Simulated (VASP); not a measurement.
## Si11O24 (a cell with a defect): single point with PBE

The system is Si11O24 (a cell with a defect).

```
Si O
1.0
     8.93924    0.00000    0.00000
     0.00000    8.93924    0.00000
     0.00000    0.00000    8.93924
Si O
11 24
Direct
  0.25637 0.50000 0.00441
  0.26702 0.00000 0.50443
  0.00000 0.50000 0.25000
  0.50000 0.23298 0.99557
  0.00000 0.24363 0.49559
  0.73298 0.00000 0.50443
  0.74363 0.50000 0.00441
  0.00000 0.50000 0.75000
  0.50000 0.00000 0.75000
  0.00000 0.75637 0.49559
  0.50000 0.76702 0.99557
  0.15221 0.50000 0.85312
  0.15496 0.14442 0.48592
  0.15496 0.85558 0.48592
  0.41548 0.00000 0.38487
  0.14979 0.50000 0.14968
  0.50000 0.16119 0.83154
  0.00000 0.35021 0.35032
  0.84504 0.14442 0.48592
  0.50000 0.91548 0.11513
  0.50000 0.08452 0.11513
  0.35558 0.34504 0.01408
  0.85021 0.50000 0.14968
  0.58452 0.00000 0.38487
  0.64442 0.65496 0.01408
  0.64442 0.34504 0.01408
  0.84779 0.50000 0.85312
  0.66119 0.00000 0.66846
  0.00000 0.64979 0.35032
  0.50000 0.83881 0.83154
  0.35558 0.65496 0.01408
  0.00000 0.34779 0.64688
  0.00000 0.65221 0.64688
  0.84504 0.85558 0.48592
  0.33881 0.00000 0.66846
```

```yaml
Program: VASP 6.6.1
Task: single point
Functional: PBE
Potentials_or_basis: VASP PAW PBE potentials, release 64 (Si, O)
Cutoff: 520 eV
k_mesh: 2 × 2 × 2
Occupations: fermi-dirac, width 0.05 eV
Spin: no spin polarisation
Dipole_correction: no
Further_INCAR_settings: LREAL = Auto; ALGO = Normal; EDIFF = 1e-06; NBANDS = 117
```

```yaml
Pressure: -2.3 GPa
Largest_force: 0.077 eV/Å
Band_gap_on_the_k_mesh: 2.04 eV
```

Forces in eV/Å, atoms in the order of the input:
```
Si  -0.001  0.000  0.011
Si  -0.028  0.000 -0.014
Si   0.000  0.000  0.000
Si   0.000  0.028  0.014
Si   0.000  0.001 -0.011
Si   0.028  0.000 -0.014
Si   0.001  0.000  0.011
Si   0.000  0.000  0.000
Si   0.000  0.000  0.000
Si   0.000 -0.001 -0.011
Si   0.000 -0.028  0.014
O   -0.003  0.000  0.007
O   -0.004 -0.014  0.002
O   -0.004  0.014  0.002
O   -0.075  0.000 -0.017
O   -0.018  0.000 -0.010
O    0.000 -0.019 -0.010
O    0.000  0.018  0.010
O    0.004 -0.014  0.002
O    0.000 -0.075  0.017
O    0.000  0.075  0.017
O    0.014  0.004 -0.002
O    0.018  0.000 -0.010
O    0.075  0.000 -0.017
O   -0.014 -0.004 -0.002
O   -0.014  0.004 -0.002
O    0.003  0.000  0.007
O   -0.019  0.000  0.010
O    0.000 -0.018  0.010
O    0.000  0.019 -0.010
O    0.014 -0.004 -0.002
O    0.000  0.003 -0.007
O    0.000 -0.003 -0.007
O    0.004  0.014  0.002
O    0.019  0.000  0.010
```

Stress tensor (GPa, compression positive):
```
-4.94  0.00  0.00
 0.00 -4.94  0.00
 0.00  0.00  3.05
```

Levels at points of the mesh, in eV from the valence-band top:
| k point | band 92 | band 93 | band 94 | band 95 | band 96 | band 97 |
| --- | --- | --- | --- | --- | --- | --- |
| (0.00, 0.00, 0.00) | -0.55 | -0.29 | 0.00 | 2.20 | 2.20 | 4.39 |
| (0.50, 0.00, 0.00) | -0.55 | -0.35 | -0.04 | 2.04 | 2.21 | 5.12 |
| (0.00, 0.00, 0.50) | -0.58 | -0.24 | -0.04 | 2.20 | 2.20 | 4.86 |
| (0.50, 0.50, 0.00) | -0.57 | -0.42 | -0.10 | 2.07 | 2.07 | 5.49 |
| (0.00, 0.50, 0.50) | -0.57 | -0.31 | -0.08 | 2.04 | 2.21 | 5.43 |
| (0.50, 0.50, 0.50) | -0.59 | -0.35 | -0.16 | 2.07 | 2.07 | 5.91 |

It took 18 min on 1 thread of AMD EPYC 7R13 Processor (Zen 3), with other jobs on the host, peak memory 0.79 GiB.
